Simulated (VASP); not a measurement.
A run of VASP 6.6.1 is set up as follows.

POSCAR

```
RhN
1.0
    0.0000000000      2.2995982485      2.2995982485
    2.2995982485      0.0000000000      2.2995982485
    2.2995982485      2.2995982485      0.0000000000
Rh N
1 1
Direct
    0.0000000000      0.0000000000      0.0000000000
    0.2500000000      0.2500000000      0.2500000000
```

INCAR.step1

```
PREC = Accurate
ENCUT = 520
EDIFF = 1E-6
ISMEAR = 0
SIGMA = 0.05
LREAL = False
LASPH = True
NELM = 150
ALGO = Normal
ISIF = 2
LWAVE = False
LCHARG = True
LNONCOLLINEAR = True
MAGMOM = 0 0 0 0 0 0
LSORBIT = True
GGA_COMPAT = False
LORBMOM = True
LMAXMIX = 4
GGA = PE
NBANDS = 32
```

File KPOINTS.step1:

```
Automatic mesh
0
Gamma
  12 12 12
```

File INCAR.step2:

```
PREC = Accurate
ENCUT = 520
EDIFF = 1E-6
ISMEAR = -5
SIGMA = 0.05
LREAL = False
LASPH = True
NELM = 150
ALGO = Normal
ISIF = 2
LWAVE = False
LCHARG = False
LNONCOLLINEAR = True
MAGMOM = 0 0 0 0 0 0
LORBIT = 11
LSORBIT = True
GGA_COMPAT = False
LORBMOM = True
LMAXMIX = 4
GGA = PE
NEDOS = 1001
ICHARG = 11
```

The input KPOINTS.step2:

```
Automatic mesh
0
Gamma
  18 18 18
```

Potentials or basis: VASP PAW PBE potentials, release 64 (Rh_pv, N).

Run with:

```bash
$ cat potpaw_PBE.64/Rh_pv/POTCAR potpaw_PBE.64/N/POTCAR > POTCAR
$ cp INCAR.step1 INCAR
$ cp KPOINTS.step1 KPOINTS
$ mpirun -np 1 vasp_ncl > vasp.out
$ cp INCAR.step2 INCAR
$ cp KPOINTS.step2 KPOINTS
$ mpirun -np 1 vasp_ncl > vasp.out
```

Q: Predict the net moment.

A: 0.00 μB per cell.

Moments on the atoms (μB; x, y, z):
```
Rh  0.00 0.00 0.00
N   0.00 0.00 0.00
```
